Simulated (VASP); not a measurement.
# Cu (P-1) in VASP: settings compared

Aim: see how the results for Cu move with the level of theory and the settings. Levels: PBE, LDA. Tasks: single point.

All numbers are computed with VASP 6.6.1; they aren't measurements. Logs are shortened: lines on timing, memory, paths and dates and some standing lists are left out, and cuts for length are marked.

### Step 1. The cell of the first run

The typed cell holds 1 atom: a = 2.479 Å, b = 2.477 Å, c = 2.450 Å, α = 108.63°, β = 107.81°, γ = 112.70°.

### Step 2. Single point, PBE

INCAR reads:

```
PREC     = Accurate       # precision mode
ENCUT    = 520            # plane-wave cutoff, eV
EDIFF    = 1E-6           # SCF threshold, eV
ISMEAR   = -1             # smearing method
SIGMA    = 0.05           # smearing width, eV
LREAL    = False          # projectors in reciprocal space
LASPH    = True           # aspherical terms in the spheres
NELM     = 100            # most SCF steps
ALGO     = Fast           # electronic algorithm
ISIF     = 2              # what is computed and relaxed
LWAVE    = False          # write WAVECAR
LCHARG   = True           # write CHGCAR
GGA      = PE             # functional
LELF     = True           # ELF
LVHAR    = True         
NBANDS   = 12             # bands
```

KPOINTS reads:

```
regular mesh
0
Gamma
  13 13 13
```

POSCAR reads:

```
Cu
1.0
   -1.4539857600      1.4643106900      1.3739820400
    1.4487133000     -1.4679854000      1.3723068300
    1.4251542200      1.4391538600     -1.3778349000
Cu
1
Direct
    0.0000000000      0.0000000000      0.0000000000
```

Potentials or basis: VASP PAW PBE potentials, release 64 (Cu).

Run with:

```bash
> cat potpaw_PBE.64/Cu/POTCAR > POTCAR
> mpirun -np 1 vasp_std > vasp.out
```

OUTCAR:

```text
PREC = Accurate
   ENCUT = 520
   EDIFF = 1E-6
   ISMEAR = -1
   LREAL = False
   LASPH = True
   NELM = 100
   ISIF = 2
   GGA = PE

 ion  position               nearest neighbor table
   1  0.000  0.000  0.000-

  LATTYP: Found a triclinic cell.
 ALAT       =     2.4772923517
 B/A-ratio  =     2.6362230149
 C/A-ratio  =     1.1085879257
 COS(alpha) =     0.0006673352
 COS(beta)  =     0.5536229994
 COS(gamma) =     0.7922115085

  Lattice vectors:

 A1 = (  -1.4487133000,   1.4679854000,  -1.3723068300)
 A2 = (  -2.9315306000,   5.8357606400,  -0.0021776500)
 A3 = (   0.0052724600,   0.0036747100,  -2.7462888700)

Analysis of symmetry for initial positions (statically):
=====================================================================
 Subroutine PRICEL returns:
 Original cell was already a primitive cell.

 Routine SETGRP: Setting up the symmetry group for a
 triclinic supercell.

 Subroutine GETGRP returns: Found  2 space group operations
 (whereof  2 operations were pure point group operations)
 out of a pool of  2 trial point group operations.

The static configuration has the point symmetry S_2 .

Analysis of symmetry for dynamics (positions and initial velocities):
=====================================================================
 Subroutine PRICEL returns:
 Original cell was already a primitive cell.

 Routine SETGRP: Setting up the symmetry group for a
 triclinic supercell.

 Subroutine GETGRP returns: Found  2 space group operations
 (whereof  2 operations were pure point group operations)
 out of a pool of  2 trial point group operations.

The dynamic configuration has the point symmetry S_2 .

 Subroutine INISYM returns: Found  2 space group operations
 (whereof  2 operations are pure point group operations),
 and found     1 'primitive' translations

----------------------------------------------------------------------------------------

                                     Primitive cell

  volume of cell :      11.4565

  direct lattice vectors                    reciprocal lattice vectors
    -1.453985760  1.464310690  1.373982040     0.004161885  0.344941265  0.364597298
     1.448713300 -1.467985400  1.372306830     0.348704468  0.003946740  0.364802496
     1.425154220  1.439153860 -1.377834900     0.351455663  0.347907606  0.001140264

  length of vectors
     2.479134331  2.477292352  2.449623929     0.501929266  0.504669440  0.494532189

  position of ions in fractional coordinates (direct lattice)
     0.000000000  0.000000000  0.000000000

  ion indices of the primitive-cell ions
   primitive index   ion index
                 1           1

----------------------------------------------------------------------------------------

 KPOINTS: regular mesh

Automatic generation of k-mesh.
 Grid dimensions read from file:
 generate k-points for:   13   13   13

 Generating k-lattice:

  Cartesian coordinates                     Fractional coordinates (reciprocal lattice)
     0.000320145  0.026533943  0.028045946     0.076923077 -0.000000000  0.000000000
     0.026823421  0.000303595  0.028061730     0.000000000  0.076923077  0.000000000
     0.027035051  0.026762124  0.000087713     0.000000000  0.000000000  0.076923077

  Length of vectors
     0.038609944  0.038820726  0.038040938

  Shift w.r.t. Gamma in fractional coordinates (k-lattice)
     0.000000000  0.000000000  0.000000000

 Subroutine IBZKPT returns following result:
 ===========================================

 Found   1099 irreducible k-points:

 Following reciprocal coordinates:
            Coordinates               Weight
  0.000000  0.000000  0.000000      1.000000
  0.076923 -0.000000 -0.000000      2.000000
  0.153846 -0.000000 -0.000000      2.000000
  0.230769 -0.000000 -0.000000      2.000000
  0.307692 -0.000000 -0.000000      2.000000
  0.384615 -0.000000 -0.000000      2.000000
[... 16 lines left out ...]
  0.153846  0.153846  0.000000      2.000000
  0.230769  0.153846 -0.000000      2.000000
 [... further k-points ...]
   k-points           NKPTS =   1099   k-points in BZ     NKDIM =   1099   number of bands    NBANDS=     12
   number of dos      NEDOS =    301   number of ions     NIONS =      1
   total plane-waves  NPLWV =   5832
   dimension x,y,z NGX =    18 NGY =   18 NGZ =   18
   dimension x,y,z NGXF=    36 NGYF=   36 NGZF=   36
   ions per type =               1
   NGX,Y,Z   is equivalent  to a cutoff of  12.07, 12.08, 12.22 a.u.
   NGXF,Y,Z  is equivalent  to a cutoff of  24.14, 24.16, 24.43 a.u.
 SYSTEM =  unknown system
   PREC   = accura    normal or accurate (medium, high low for compatibility)
   ISTART =      0    job   : 0-new  1-cont  2-samecut
   ICHARG =      2    charge: 1-file 2-atom 10-const
   ISPIN  =      1    spin polarized calculation?
   LNONCOLLINEAR =      F non collinear calculations
   LSORBIT =      F    spin-orbit coupling
   LASPH  =      T    aspherical Exc in radial PAW
   ENCUT  =  520.0 eV  38.22 Ry    6.18 a.u.   4.61  4.61  4.55*2*pi/ulx,y,z
   NELM   =    100;   NELMIN=  2; NELMDL= -5     # of ELM steps
   EDIFF  = 0.1E-05   stopping-criterion for ELM
   LREAL  =      F    real-space projection
   EDIFFG = 0.1E-04   stopping-criterion for IOM
   NSW    =      0    number of steps for IOM
   IBRION =     -1    ionic relax: 0-MD 1-quasi-New 2-CG
   NFREE  =      0    steps in history (QN), initial steepest desc. (CG)
   ISIF   =      2    stress and relaxation
   ISYM   =      2    0-nonsym 1-usesym 2-fastsym
   POTIM  = 0.5000    time-step for ionic-motion
   TEBEG  =    0.0;   TEEND  =   0.0 temperature during run
   PSTRESS=    0.0 pullay stress
   NELECT =      11.0000    total number of electrons
   NUPDOWN=      -1.0000    fix difference up-down
   EMIN   =  10.00;   EMAX   =-10.00  energy-range for DOS
   EFERMI =   0.00;   METHOD = LEGACY
   ISMEAR =    -1;   SIGMA  =   0.05  broadening in eV -4-tet -1-fermi 0-gaus
   EFERMI_NEDOS =   21; number of points for ismear=-14 and -15
   IALGO  =     68    algorithm
   IMIX   =      4    mixing-type and parameters
     AMIX     =   0.40;   BMIX     =  1.00
     AMIX_MAG =   1.60;   BMIX_MAG =  1.00
  volume/ion in A,a.u.               =      11.46        77.31
  Fermi-wavevector in a.u.,A,eV,Ry     =   1.615057  3.052015 35.489549  2.608408
  Thomas-Fermi vector in A             =   2.709866
   LORBIT       =      0    0 simple, 1 ext, 2 COOP (PROOUT), +10 PAW based schemes
   GGA     = PE    functional components
   LHFCALC =     F    Hartree Fock is set to
   AEXX    =    0.0000 exact exchange contribution
   IVDW    =     0    specifies the selected vdW correction
   LEPSILON=     F    determine dielectric tensor
   LRPA    =     F    only Hartree local field effects (RPA)
 non-spin polarized calculation
 RMM-DIIS sequential band-by-band and
  energy-cutoff  :      520.00
  volume of cell :       11.46
 maximum number of plane-waves:       326
   NGX =  9   NGY =  9   NGZ =  9

 number of electron      11.0000002 magnetization

 Free energy of the ion-electron system (eV)
  ---------------------------------------------------
  ext. energy  EPLUGINS =         0.00000000
  ---------------------------------------------------
  free energy    TOTEN  =        -3.68219125 eV

  energy without entropy =       -3.67977046  energy(sigma->0) =       -3.68098085

 E-fermi :   7.9281     XC(G=0): -12.9034

 val. band max:        7.9275756556   @ k =   0.2308  -0.0769   0.3077
 cond. band min:       7.9295617580   @ k =  -0.4615  -0.0769   0.4615
 fundamental gap:      0.0019861024
 Fermi energy:         7.9281445448

 k-point     1 :       0.0000    0.0000    0.0000
  band No.  band energies     occupation
      1      -1.6104      2.00000
      2       4.6399      2.00000
      3       4.7845      2.00000
      4       4.9214      2.00000
      5       5.7111      2.00000
      6       5.9322      2.00000
      7      32.3412      0.00000
      8      33.2018      0.00000
      9      34.1370      0.00000
     10      36.4961      0.00000
     11      36.6758      0.00000
     12      37.2345      0.00000

 k-point     2 :       0.0769   -0.0000   -0.0000
  band No.  band energies     occupation
      1      -1.3737      2.00000
      2       4.6558      2.00000
      3       4.7907      2.00000
      4       4.9392      2.00000
      5       5.7073      2.00000
      6       5.9002      2.00000
      7      31.1765      0.00000
      8      32.0686      0.00000
      9      32.8243      0.00000
     10      34.7667      0.00000
     11      35.3683      0.00000
     12      35.9275      0.00000

 k-point     3 :       0.1538   -0.0000   -0.0000
  band No.  band energies     occupation
      1      -0.6808      2.00000
      2       4.5734      2.00000
      3       4.7893      2.00000
      4       5.1228      2.00000
      5       5.6962      2.00000
      6       5.8514      2.00000
      7      27.3193      0.00000
      8      30.2929      0.00000
      9      31.3085      0.00000
     10      32.4642      0.00000
     11      34.1329      0.00000
     12      36.2824      0.00000

 k-point     4 :       0.2308   -0.0000   -0.0000
  band No.  band energies     occupation
      1       0.3983      2.00000
      2       4.4072      2.00000
      3       4.7370      2.00000
      4       5.4950      2.00000
      5       5.7001      2.00000
      6       5.8525      2.00000
      7      23.1383      0.00000
      8      28.5107      0.00000
      9      29.5685      0.00000
     10      30.9412      0.00000
     11      33.2990      0.00000
     12      37.5267      0.00000

 k-point     5 :       0.3077   -0.0000   -0.0000
  band No.  band energies     occupation
      1       1.6443      2.00000
      2       4.2250      2.00000
      3       4.8619      2.00000
      4       5.7352      2.00000
      5       5.9003      2.00000
      6       5.9396      2.00000
      7      19.1944      0.00000
      8      26.9804      0.00000
      9      27.8269      0.00000
     10      30.1257      0.00000
     11      32.8208      0.00000
     12      39.2002      0.00000
[... 228 lines left out ...]
      1      -0.6707      2.00000
      2       4.5553      2.00000
      3       4.8192      2.00000
      4       5.1024      2.00000
      5       5.7212      2.00000
      6       5.8359      2.00000
      7      27.5748      0.00000
      8      30.1664      0.00000
      9      31.1683      0.00000
     10      32.1116      0.00000
     11      34.0038      0.00000
     12      36.5651      0.00000

 k-point    22 :       0.0769    0.1538    0.0000
  band No.  band energies     occupation
      1       0.0272      2.00000
      2       4.4749      2.00000
      3       4.7356      2.00000
      4       5.3476      2.00000
      5       5.7186      2.00000
      6       5.8394      2.00000
      7      25.4129      0.00000
      8      27.5164      0.00000
      9      29.8469      0.00000
     10      32.2796      0.00000
     11      34.4508      0.00000
     12      35.8601      0.00000

 k-point    23 :       0.1538    0.1538    0.0000
  band No.  band energies     occupation
      1       1.0769      2.00000
      2       4.3919      2.00000
      3       4.5279      2.00000
      4       5.6506      2.00000
      5       5.8233      2.00000
      6       5.9574      2.00000
      7      23.1530      0.00000
      8      23.7883      0.00000
      9      28.1621      0.00000
     10      32.7962      0.00000
     11      35.1077      0.00000
     12      36.7341      0.00000

 k-point    24 :       0.2308    0.1538   -0.0000
  band No.  band energies     occupation
      1       2.2373      2.00000
      2       4.2639      2.00000
      3       4.4613      2.00000
      4       5.6537      2.00000
      5       6.0512      2.00000
      6       6.5207      2.00000
      7      19.3967      0.00000
      8      22.0786      0.00000
      9      26.8484      0.00000
     10      32.5856      0.00000
     11      35.4933      0.00000
     12      37.6527      0.00000

 [... further k-points ...]

------------------------ aborting loop because EDIFF is reached ----------------------------------------

  FORCE on cell =-STRESS in cart. coord.  units (eV):
  Direction    XX          YY          ZZ          XY          YZ          ZX
  --------------------------------------------------------------------------------------
  -------------------------------------------------------------------------------------
  Total        0.5603661      0.6181011      0.5928132      0.1825411      0.0247371      0.0321315
  in kB       78.3661645     86.4403073     82.9038358     25.5280303      3.4594319      4.4935329
  external PRESSURE =      82.5701025 kB  Pullay stress =       0.0000000 kB

 VOLUME and BASIS-vectors are now :
 -----------------------------------------------------------------------------
  energy-cutoff  :      520.00
  volume of cell :       11.46
      direct lattice vectors                 reciprocal lattice vectors
    -1.453985760  1.464310690  1.373982040     0.004161885  0.344941265  0.364597298
     1.448713300 -1.467985400  1.372306830     0.348704468  0.003946740  0.364802496
     1.425154220  1.439153860 -1.377834900     0.351455663  0.347907606  0.001140264

 POSITION                                       TOTAL-FORCE (eV/Angst)
 -----------------------------------------------------------------------------------
      0.00000      0.00000      0.00000         0.000000      0.000000     -0.000000
 -----------------------------------------------------------------------------------
    total drift:                               -0.000000     -0.000000      0.000000

  FREE ENERGIE OF THE ION-ELECTRON SYSTEM (eV)
  ---------------------------------------------------
  free  energy   TOTEN  =        -3.6821912485 eV

  energy  without entropy=       -3.6797704565  energy(sigma->0) =       -3.68098085
```

Wall time 87 s (1 thread of AMD EPYC 9R45 (Zen 5), shared host); peak memory 0.22 GiB.

Results:

| Quantity | Value |
| --- | --- |
| Free energy | -3.6822 eV |
| Pressure | 8.3 GPa |
| Band gap on the k mesh | zero (an odd number of electrons rules out a gap without spin polarisation) |

Levels at points of the mesh, in eV from the Fermi level:
```
           k point  band 2  band 3  band 4  band 5  band 6  band 7  band 8  band 9  band 10  band 11
(0.00, 0.00, 0.00)   -3.29   -3.14   -3.01   -2.22   -2.00   24.41   25.27   26.21    28.57    28.75
```

Caveat: the cell stands under pressure.

### Step 3. Single point, LDA

INCAR reads:

```
ALGO = Fast
EDIFF = 1E-7
ENCUT = 520
ISIF = 2
ISMEAR = -1
LASPH = True
LCHARG = False
LREAL = False
LWAVE = False
NBANDS = 12
NELM = 100
PREC = Accurate
SIGMA = 0.05
```

KPOINTS reads:

```
k-points
0
Gamma
  13 13 13
```

POSCAR is that of step 2.

Potentials or basis: VASP PAW LDA potentials, release 64 (Cu).

Run with:

```bash
> cat potpaw_LDA.64/Cu/POTCAR > POTCAR
> mpirun -np 1 vasp_std > vasp.out
```

Run time: 89 s. Hardware: 1 thread of AMD EPYC 9R45 (Zen 5), shared host; peak memory 0.21 GiB.

It converged, with:

| Quantity | Value |
| --- | --- |
| Free energy | -4.6620 eV |
| Pressure | -6.8 GPa |
| Band gap on the k mesh | zero (an odd number of electrons rules out a gap without spin polarisation) |

Stress tensor (GPa, compression positive):
```
-7.15  2.24  0.40
 2.24 -6.28  0.31
 0.40  0.31 -7.02
```

Levels at points of the mesh, in eV from the Fermi level:
| k point | band 2 | band 3 | band 4 | band 5 | band 6 | band 7 | band 8 | band 9 | band 10 | band 11 |
| --- | --- | --- | --- | --- | --- | --- | --- | --- | --- | --- |
| (0.00, 0.00, 0.00) | -3.33 | -3.18 | -3.04 | -2.24 | -2.01 | 24.47 | 25.35 | 26.29 | 28.55 | 28.58 |

Caveat: the cell stands under tension.

### Step 4. Single point, LDA

INCAR reads:

```
  ALGO = Fast
  EDIFF = 1E-6
  ENCUT = 520
  GGA = CA
  ISIF = 2
  ISMEAR = -1
  LASPH = True
  LCHARG = True
  LELF = True
  LREAL = False
  LVHAR = True
  LWAVE = False
  NBANDS = 12
  NELM = 100
  PREC = Accurate
  SIGMA = 0.05
```

KPOINTS reads:

```
k-points
0
Gamma
  8 8 7
```

POSCAR is that of step 3.

Run with:

```bash
> cat potpaw_LDA.64/Cu/POTCAR > POTCAR
> mpirun -np 1 vasp_std > vasp.out
```

Run time: 51 s. Hardware: 1 thread of Intel Xeon 8259CL, shared host; peak memory 0.13 GiB.

The run converged. Its results:

```
Free energy            : -4.6565 eV
Pressure               : -6.8 GPa
Band gap on the k mesh : zero (an odd number of electrons rules out a gap without spin polarisation)
```

Stress tensor (GPa, compression positive):
```
-6.21  1.86 -1.19
 1.86 -6.43 -1.14
-1.19 -1.14 -7.71
```

Levels at points of the mesh, in eV from the Fermi level:
```tsv
k point	band 2	band 3	band 4	band 5	band 6	band 7	band 8	band 9	band 10	band 11
(0.00, 0.00, 0.00)	-3.39	-3.23	-3.10	-2.29	-2.06	24.43	25.31	26.25	28.51	28.53
(0.50, 0.00, 0.00)	-4.03	-2.22	-1.97	-1.41	-0.52	4.67	17.16	17.74	21.47	24.54
(0.00, 0.50, 0.00)	-4.08	-2.17	-1.97	-1.40	-0.43	4.79	16.84	17.47	21.22	24.31
(0.50, 0.50, 0.00)	-3.85	-2.35	-2.07	-1.46	-1.03	3.91	18.78	19.11	22.79	25.77
```

Caveat: the k points lie up to 0.42 Å⁻¹ apart, too coarse for converged energies and pressures of a metal.

### Step 5. Overview

```csv
level,potentials or basis,k mesh,further INCAR settings,gap on the mesh (eV),pressure (GPa)
PBE,"VASP PAW PBE potentials, release 64 (Cu)",13 × 13 × 13,ALGO = Fast; EDIFF = 1e-06; NBANDS = 12,none,8.3
LDA,"VASP PAW LDA potentials, release 64 (Cu)",13 × 13 × 13,ALGO = Fast; EDIFF = 1e-07; NBANDS = 12,none,-6.8
LDA,"VASP PAW LDA potentials, release 64 (Cu)",8 × 8 × 7,ALGO = Fast; EDIFF = 1e-06; NBANDS = 12,none,-6.8
```

Alike in all rows: task single point; no spin polarisation; cell as given; cutoff (eV) 520; smearing fermi-dirac 0.05 eV.

Caveats: some runs use coarse meshes; the cell stands under pressure (at least some runs); the cell stands under tension (at least some runs).

Absolute energies hang on the potentials; compare differences alone.
